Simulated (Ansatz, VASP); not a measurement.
**One calculation of C, two programs**

```
C
1.0
     0.00000    1.68567    1.81209
     1.68567    0.00000    1.81209
     1.68567    1.68567    0.00000
C
2
Direct
  0.50000 0.50000 0.50000
  0.75000 0.75000 0.75000
```

Alike in both runs: task single point; functional PBE; k mesh 12 × 12 × 12; occupations gaussian, width 0.05 eV; no spin polarisation.

```csv
,VASP,Ansatz
version,VASP 6.6.1,Ansatz 0.2.0
potentials or method,"VASP PAW PBE potentials, release 64 (C), cutoff 520 eV","scalar-relativistic, plane waves, PAW"
valence electrons in the cell,8,8
```

Ansatz gave:

| Property | Result |
| --- | --- |
| gap on the k mesh at the Fermi level (eV) | 3.42 |
| least direct gap on the mesh (eV) | 5.18 |

Q: What did VASP give for the same quantities?

A: gap on the k mesh at the Fermi level (eV): 3.41; least direct gap on the mesh (eV): 5.18.
